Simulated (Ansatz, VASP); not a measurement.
**Two plane-wave programs on NaF**

INCAR

```
SYSTEM = NaF
PREC = Accurate
ENCUT = 520
EDIFF = 1E-7
ISMEAR = -1
SIGMA = 0.02
LREAL = .False.
LASPH = .True.
NELM = 80
ALGO = Normal
ISIF = 2
LWAVE = .False.
LCHARG = .False.
GGA = PE
NBANDS = 14
```

The input KPOINTS:

```
regular mesh
0
Gamma
  8 8 8
  0 0 0
```

POSCAR

```
NaF
1.0
    0.0432001940      2.5744615619      2.5744615619
    2.5744615619      0.0432001940      2.5744615619
    2.5744615619      2.5744615619      0.0432001940
Na F
1 1
Direct
    0.0018630582      0.0018630582      0.0018630582
    0.2481369418      0.2481369418      0.2481369418
```

Input for Ansatz:

```yaml
crystal:
  lattice:
    - [0.043200194, 2.5744615619, 2.5744615619]
    - [2.5744615619, 0.043200194, 2.5744615619]
    - [2.5744615619, 2.5744615619, 0.043200194]
  atoms:
    - { symbol: Na, position: [0.0018630582, 0.0018630582, 0.0018630582] }
    - { symbol: F, position: [0.2481369418, 0.2481369418, 0.2481369418] }
kpoints:
  mp_grid: { grid: [8, 8, 8] }
  band_path:
    path:
      - [0.0, 0.0, 0.0]
      - [-0.5, -0.5, 0.0]
      - [-0.375, -0.375, 0.25]
      - [-0.375, 0.0, 0.375]
      - [0.0, 0.0, 0.5]
      - [-0.5, -0.25, 0.25]
    npoints: 1
hamiltonian:
  xc: pbe
scf:
  occupations: { method: fermi_dirac, width: 0.02 }
  n_extra_bands: 4
output:
  forces: true
  stress: true
  eigenvalues: true
```

Change from the starting cell: shear_111 strain +2.6%.

Alike in both runs: task single point; functional PBE; k mesh 8 × 8 × 8; occupations fermi-dirac, width 0.02 eV; no spin polarisation.

|  | VASP | Ansatz |
| --- | --- | --- |
| version | VASP 6.6.1 | Ansatz 0.2.0 |
| potentials or method | VASP PAW PBE potentials, release 64 (Na_pv, F) | plane waves, PAW |
| plane-wave cutoff (eV) | 520 | 420 |
| valence electrons in the cell | 14 | 16 |

```tsv
	VASP	Ansatz	Ansatz less VASP
gap on the k mesh at the Fermi level (eV)	5.51	5.52	+0.015
pressure (GPa)	0.9	1.0	+0.03
traceless stress, the component that is largest in VASP (GPa)	-0.25	-0.25	+0.002
```

The functional is the same, so the differences come from potentials, cutoffs and numerics. VASP's potentials hold 14 valence electrons a cell and Ansatz's 16, so a difference there can come from the potentials and not from the codes.
